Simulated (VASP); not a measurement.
# Ga3As2P (P6_3mc) in VASP: single point with PBE

Aim: the single point of Ga3As2P with PBE.

Program: VASP 6.6.1. These are calculated values, not measurements. Logs are shortened: lines on timing, memory, paths and dates and some standing lists are left out, and cuts for length are marked.

## 1. The cell of the first run

It takes space group P6_3mc (No. 186, hexagonal). Conventional cell: a = 3.992 Å, b = 3.992 Å, c = 19.752 Å, α = 90.00°, β = 90.00°, γ = 120.00°. Within 3.2 Å of Ga (site symmetry 3m) lie 4 As at 2.46 to 2.49 Å. Within 3.2 Å of Ga (site symmetry 3m) lie 3 P at 2.43 Å and 1 As at 2.49 Å. Ga (site symmetry 3m) has 1 P at 2.40 Å and 3 As at 2.46 Å within 3.2 Å. Within 3.2 Å of P (site symmetry 3m) lie 4 Ga at 2.40 to 2.43 Å. As (site symmetry 3m) has 4 Ga at 2.46 to 2.49 Å within 3.3 Å. Within 3.2 Å of As (site symmetry 3m) lie 4 Ga at 2.46 to 2.49 Å.

## 2. Single point, PBE

INCAR reads:

```
  PREC = Accurate
  ENCUT = 520
  EDIFF = 1E-6
  ISMEAR = 0
  SIGMA = 0.1
  LREAL = F
  LASPH = T
  NELM = 80
  ALGO = Normal
  ISIF = 2
  LWAVE = F
  LCHARG = F
  GGA = PE
  NBANDS = 66
```

KPOINTS reads:

```
Automatic mesh
0
Gamma
  6 6 1
```

POSCAR reads:

```
Ga3As2P
1.0
    3.9919829000      0.0000000000      0.0000000000
   -1.9959915000      3.4571586000      0.0000000000
    0.0000000000      0.0000000000     19.7518597000
Ga P As
6 2 4
Direct
    0.6666667000      0.3333333000      0.1667140000
    0.6666667000      0.3333333000      0.4967230000
    0.6666667000      0.3333333000      0.8366780000
    0.3333333000      0.6666667000      0.9967230000
    0.3333333000      0.6666667000      0.3366780000
    0.3333333000      0.6666667000      0.6667140000
    0.6666667000      0.3333333000      0.9581190000
    0.3333333000      0.6666667000      0.4581190000
    0.6666667000      0.3333333000      0.2927280000
    0.6666667000      0.3333333000      0.6230380000
    0.3333333000      0.6666667000      0.1230380000
    0.3333333000      0.6666667000      0.7927280000
```

Potentials or basis: VASP PAW PBE potentials, release 64 (Ga_d, P, As).

Run with:

```bash
$ cat potpaw_PBE.64/Ga_d/POTCAR potpaw_PBE.64/P/POTCAR potpaw_PBE.64/As/POTCAR > POTCAR
$ mpirun -np 1 vasp_std > vasp.out
```

OUTCAR:

```text
PREC = Accurate
   ENCUT = 520
   EDIFF = 1E-6
   ISMEAR = 0
   LREAL = F
   LASPH = T
   NELM = 80
   ISIF = 2
   GGA = PE

 ion  position               nearest neighbor table
   1  0.667  0.333  0.167-  11 2.46  11 2.46  11 2.46   9 2.49
   2  0.667  0.333  0.497-   8 2.43   8 2.43   8 2.43  10 2.49
   3  0.667  0.333  0.837-   7 2.40  12 2.46  12 2.46  12 2.46
   4  0.333  0.667  0.997-   7 2.43   7 2.43   7 2.43  11 2.49
   5  0.333  0.667  0.337-   8 2.40   9 2.46   9 2.46   9 2.46
   6  0.333  0.667  0.667-  10 2.46  10 2.46  10 2.46  12 2.49
   7  0.667  0.333  0.958-   3 2.40   4 2.43   4 2.43   4 2.43
   8  0.333  0.667  0.458-   5 2.40   2 2.43   2 2.43   2 2.43
   9  0.667  0.333  0.293-   5 2.46   5 2.46   5 2.46   1 2.49
  10  0.667  0.333  0.623-   6 2.46   6 2.46   6 2.46   2 2.49
  11  0.333  0.667  0.123-   1 2.46   1 2.46   1 2.46   4 2.49
  12  0.333  0.667  0.793-   3 2.46   3 2.46   3 2.46   6 2.49

  LATTYP: Found a hexagonal cell.
 ALAT       =     3.9919829000
 C/A-ratio  =     4.9478818409

  Lattice vectors:

 A1 = (   3.9919829000,   0.0000000000,   0.0000000000)
 A2 = (  -1.9959915000,   3.4571586000,   0.0000000000)
 A3 = (   0.0000000000,   0.0000000000,  19.7518597000)

Analysis of symmetry for initial positions (statically):
=====================================================================
 Subroutine PRICEL returns:
 Original cell was already a primitive cell.

 Routine SETGRP: Setting up the symmetry group for a
 hexagonal supercell.

 Subroutine GETGRP returns: Found 12 space group operations
 (whereof  6 operations were pure point group operations)
 out of a pool of 24 trial point group operations.

The static configuration has the point symmetry C_3v.
 The point group associated with its full space group is C_6v.

Analysis of symmetry for dynamics (positions and initial velocities):
=====================================================================
 Subroutine PRICEL returns:
 Original cell was already a primitive cell.

 Routine SETGRP: Setting up the symmetry group for a
 hexagonal supercell.

 Subroutine GETGRP returns: Found 12 space group operations
 (whereof  6 operations were pure point group operations)
 out of a pool of 24 trial point group operations.

The dynamic configuration has the point symmetry C_3v.
 The point group associated with its full space group is C_6v.

 Subroutine INISYM returns: Found 12 space group operations
 (whereof  6 operations are pure point group operations),
[... 110 lines left out ...]
   NUPDOWN=      -1.0000    fix difference up-down
   EMIN   =  10.00;   EMAX   =-10.00  energy-range for DOS
   EFERMI =   0.00;   METHOD = LEGACY
   ISMEAR =     0;   SIGMA  =   0.10  broadening in eV -4-tet -1-fermi 0-gaus
   EFERMI_NEDOS =   21; number of points for ismear=-14 and -15
   IALGO  =     38    algorithm
   IMIX   =      4    mixing-type and parameters
     AMIX     =   0.40;   BMIX     =  1.00
     AMIX_MAG =   1.60;   BMIX_MAG =  1.00
  volume/ion in A,a.u.               =      22.72       153.30
  Fermi-wavevector in a.u.,A,eV,Ry     =   1.202387  2.272181 19.670396  1.445733
  Thomas-Fermi vector in A             =   2.338169
   LORBIT       =      0    0 simple, 1 ext, 2 COOP (PROOUT), +10 PAW based schemes
   GGA     = PE    functional components
   LHFCALC =     F    Hartree Fock is set to
   AEXX    =    0.0000 exact exchange contribution
   IVDW    =     0    specifies the selected vdW correction
   LEPSILON=     F    determine dielectric tensor
   LRPA    =     F    only Hartree local field effects (RPA)
 non-spin polarized calculation
 Gauss-broadening in eV      SIGMA  =   0.10
  energy-cutoff  :      520.00
  volume of cell :      272.59
 maximum number of plane-waves:      7377
 NGX is ok and might be reduce to    30
   NGX = 15   NGY = 15   NGZ = 73

 number of electron     107.9999893 magnetization

 Free energy of the ion-electron system (eV)
  ---------------------------------------------------
  ext. energy  EPLUGINS =         0.00000000
  ---------------------------------------------------
  free energy    TOTEN  =       -51.01704388 eV

  energy without entropy =      -51.01703984  energy(sigma->0) =      -51.01704186

 E-fermi :   4.2115     XC(G=0):  -9.4735

 val. band max:        3.9407934274   @ k =   0.0000   0.0000   0.0000
 cond. band min:       4.4698397370   @ k =   0.0000   0.0000   0.0000
 fundamental gap:      0.5290463097
 Fermi energy:         4.2114743322

 k-point     1 :       0.0000    0.0000    0.0000
  band No.  band energies     occupation
      1     -11.0439      2.00000
      2     -11.0434      2.00000
      3     -10.9935      2.00000
      4     -10.9935      2.00000
      5     -10.9935      2.00000
      6     -10.9935      2.00000
[... 472 lines left out ...]
     65       9.5491      0.00000
     66       9.8612      0.00000

------------------------ aborting loop because EDIFF is reached ----------------------------------------

  FORCE on cell =-STRESS in cart. coord.  units (eV):
  Direction    XX          YY          ZZ          XY          YZ          ZX
  --------------------------------------------------------------------------------------
  -------------------------------------------------------------------------------------
  Total        0.1977565      0.1977565      0.0250800     -0.0000000      0.0000000      0.0000000
  in kB        1.1623191      1.1623191      0.1474082     -0.0000000      0.0000000      0.0000000
  external PRESSURE =       0.8240155 kB  Pullay stress =       0.0000000 kB

 VOLUME and BASIS-vectors are now :
 -----------------------------------------------------------------------------
  energy-cutoff  :      520.00
  volume of cell :      272.59
      direct lattice vectors                 reciprocal lattice vectors
     3.991982900  0.000000000  0.000000000     0.250502075  0.144627444  0.000000000
    -1.995991500  3.457158600  0.000000000     0.000000000  0.289254881  0.000000000
     0.000000000  0.000000000 19.751859700     0.000000000  0.000000000  0.050628144

 POSITION                                       TOTAL-FORCE (eV/Angst)
 -----------------------------------------------------------------------------------
      1.99599      1.15239      3.29291        -0.000000      0.000000      0.001953
      1.99599      1.15239      9.81120         0.000000     -0.000000     -0.002061
      1.99599      1.15239     16.52595         0.000000     -0.000000      0.006757
     -0.00000      2.30477     19.68713        -0.000000      0.000000     -0.002061
     -0.00000      2.30477      6.65002         0.000000      0.000000      0.006757
     -0.00000      2.30477     13.16884         0.000000     -0.000000      0.001953
      1.99599      1.15239     18.92463        -0.000000      0.000000      0.000397
     -0.00000      2.30477      9.04870         0.000000     -0.000000      0.000397
      1.99599      1.15239      5.78192        -0.000000      0.000000     -0.002954
      1.99599      1.15239     12.30616         0.000000      0.000000     -0.004091
     -0.00000      2.30477      2.43023        -0.000000      0.000000     -0.004091
     -0.00000      2.30477     15.65785        -0.000000      0.000000     -0.002954
 -----------------------------------------------------------------------------------
    total drift:                                0.000044     -0.000026      0.000064

  FREE ENERGIE OF THE ION-ELECTRON SYSTEM (eV)
  ---------------------------------------------------
  free  energy   TOTEN  =       -51.0170438782 eV

  energy  without entropy=      -51.0170398396  energy(sigma->0) =      -51.01704186
```

It took 2.4 min on 1 thread of Intel Xeon Platinum 8375C at 2.90GHz (Ice Lake), shared host; peak memory 0.38 GiB.

What came out:

* Free energy: -51.0170 eV
* Pressure: 0.1 GPa
* Largest force: 0.007 eV/Å
* Band gap on the k mesh: 0.53 eV, direct

Forces in eV/Å, atoms in the order of the input:
```
Ga   0.000  0.000  0.002
Ga   0.000  0.000 -0.002
Ga   0.000  0.000  0.007
Ga   0.000  0.000 -0.002
Ga   0.000  0.000  0.007
Ga   0.000  0.000  0.002
P    0.000  0.000  0.000
P    0.000  0.000  0.000
As   0.000  0.000 -0.003
As   0.000  0.000 -0.004
As   0.000  0.000 -0.004
As   0.000  0.000 -0.003
```
